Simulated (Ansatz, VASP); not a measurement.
Ge8N in VASP and in Ansatz

The input INCAR:

```
SYSTEM = Ge8N
PREC = Accurate ; ENCUT = 520
EDIFF = 1E-7 ; ISMEAR = 0
SIGMA = 0.15 ; LREAL = .False.
LASPH = .True. ; NELM = 80
ALGO = Normal ; ISIF = 2
LWAVE = .False. ; LCHARG = .False.
GGA = PE ; NBANDS = 68
```

The input KPOINTS:

```
regular mesh
0
Gamma
  6 6 6
  0 0 0
```

POSCAR

```
Ge8N
1.0
    5.7615827908      0.0000000000      0.0000000000
    0.0000000000     -5.7615827908      0.0000000000
    0.0000000000      0.0000000000     -5.7615827908
Ge N
8 1
Direct
    0.5000000000      0.0000000000      0.0000000000
    0.0000000000      0.5000000000      0.0000000000
    0.0000000000      0.0000000000      0.5000000000
    0.5000000000      0.5000000000      0.5000000000
    0.7500000000      0.7500000000      0.7500000000
    0.2500000000      0.2500000000      0.7500000000
    0.2500000000      0.7500000000      0.2500000000
    0.7500000000      0.2500000000      0.2500000000
    0.8333333333      0.4166666667      0.8333333333
```

Input for Ansatz:

```yaml
crystal:
  lattice:
    - [5.7615827908, 0.0, 0.0]
    - [0.0, -5.7615827908, 0.0]
    - [0.0, 0.0, -5.7615827908]
  atoms:
    - { symbol: Ge, position: [0.5, 0.0, 0.0] }
    - { symbol: Ge, position: [0.0, 0.5, 0.0] }
    - { symbol: Ge, position: [0.0, 0.0, 0.5] }
    - { symbol: Ge, position: [0.5, 0.5, 0.5] }
    - { symbol: Ge, position: [0.75, 0.75, 0.75] }
    - { symbol: Ge, position: [0.25, 0.25, 0.75] }
    - { symbol: Ge, position: [0.25, 0.75, 0.25] }
    - { symbol: Ge, position: [0.75, 0.25, 0.25] }
    - { symbol: "N", position: [0.8333333333, 0.4166666667, 0.8333333333] }
basis:
  ecutwfc: 420
kpoints:
  mp_grid: { grid: [6, 6, 6] }
hamiltonian:
  xc: pbe
  pseudopotentials: { kind: paw, azcp: { folder: soft_1 } }
scf:
  occupations: { method: gaussian, width: 0.15 }
output:
  forces: true
  stress: true
  eigenvalues: true
  write_density: true
  write_potential: true
  elf: true
  volumetric_format: npy
```

Alike in both runs: task single point; functional PBE; k mesh 6 × 6 × 6; occupations gaussian, width 0.15 eV; no spin polarisation.

|  | VASP | Ansatz |
| --- | --- | --- |
| version | VASP 6.6.1 | Ansatz 0.2.0 |
| potentials or method | VASP PAW PBE potentials, release 64 (Ge_d, N), cutoff 520 eV | scalar-relativistic, plane waves, PAW |
| valence electrons in the cell | 117 | 117 |

```csv
,VASP,Ansatz,Ansatz less VASP
gap on the k mesh at the Fermi level (eV),none,none,-
pressure (GPa),13.0,13.6,+0.58
"traceless stress, the component that is largest in VASP (GPa)",-12.05,-12.77,-0.720
rms of the force components (eV/Å),5.992,6.354,+0.3622
```

Atom by atom the forces differ by 0.365 eV/Å (rms over components). A gap of «none» marks a metal or a gap that the smearing closes.
